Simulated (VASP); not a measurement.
Crystal: CdS (Hawleyite).

```
Cd S
1.0
     0.00000    2.93582    2.93582
     2.93582    0.00000    2.93582
     2.93582    2.93582    0.00000
Cd S
1 1
Direct
  0.00000 0.00000 0.00000
  0.75000 0.75000 0.75000
```

Base run:

| Quantity | Value |
| --- | --- |
| Program | VASP 6.6.1 |
| Functional | r2SCAN |
| Dispersion | rVV10 |
| Potentials or basis | VASP PAW PBE potentials, release 64 (Cd, S) |
| Cutoff | 520 eV |
| k mesh | 8 × 8 × 8 |
| Occupations | fermi-dirac, width 0.05 eV |
| Spin | no spin polarisation |

Its results: band gap on the k mesh 1.49 eV, direct; pressure -0.3 GPa.

The run is repeated on the same cell with these changes: dispersion from rVV10 to none. What comes out?

Band gap on the k mesh 1.55 eV, direct; pressure 0.5 GPa.

Dispersion adds attraction, which lowers the pressure at fixed volume.

Caveats: the PAW data sets were made with another functional, which shifts forces and pressure a little.

